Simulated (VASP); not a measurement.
Write the native input for VASP 6.6.1 that does the following.

```yaml
Task: single point
Functional: PBEsol
Potentials_or_basis: VASP PAW PBE potentials, release 64 (Ga_d, N)
Cutoff: 520 eV
k_mesh: 10 × 10 × 10
Occupations: gaussian, width 0.01 eV
Spin: non-collinear spin, zero start, spin-orbit coupling
Starting_moments: "[[0.0, 0.0, 0.0], [0.0, 0.0, 0.0]] μB"
Dipole_correction: no
Further_INCAR_settings: ALGO = Normal; EDIFF = 1e-06; NBANDS = 30
```

The structure of GaN lies in POSCAR:

```
GaN
1.0
    2.2266458991      2.2266458991      0.0000000000
   -2.2266458991      2.2266458991      0.0000000000
    0.0000000000      2.2266458991      2.2727625366
Ga N
1 1
Direct
    0.0000000000      0.0000000000      0.0000000000
    0.2500000000      0.7500000000      0.5000000000
```

This cell differs from its parent crystal: film at in-plane strain -0.01.

These files were run (other wordings do the same):

INCAR

```
SYSTEM = GaN
PREC = Accurate
ENCUT = 520
EDIFF = 1E-6
ISMEAR = 0
SIGMA = 0.01
LREAL = .FALSE.
LASPH = .TRUE.
NELM = 150
ALGO = Normal
ISIF = 2
LWAVE = .FALSE.
LCHARG = .FALSE.
LNONCOLLINEAR = .TRUE.
MAGMOM = 0 0 0 0 0 0
LORBIT = 11
LSORBIT = .TRUE.
GGA_COMPAT = .FALSE.
LORBMOM = .TRUE.
GGA = PS
NBANDS = 30
```

KPOINTS

```
Automatic mesh
0
G
  10 10 10
  0 0 0
```

Potentials or basis: VASP PAW PBE potentials, release 64 (Ga_d, N).

Run with:

```console
$ cat potpaw_PBE.64/Ga_d/POTCAR potpaw_PBE.64/N/POTCAR > POTCAR
$ mpirun -np 1 vasp_ncl > vasp.out
```

It gave:

| Item | Value |
| --- | --- |
| Pressure | 1.6 GPa |
| Net moment | 0.00 μB per cell |
| Valence electrons inside the program's atomic spheres | Ga 11.90; N 3.73 |

Caveat: the cell differs from its parent crystal (film at in-plane strain -0.01); the PAW data sets were made with another functional, which shifts forces and pressure a little.

It took 82 s on 1 thread of Intel(R) Xeon(R) 6975P-C (Granite Rapids) (shared host), peak memory 0.3 GiB.
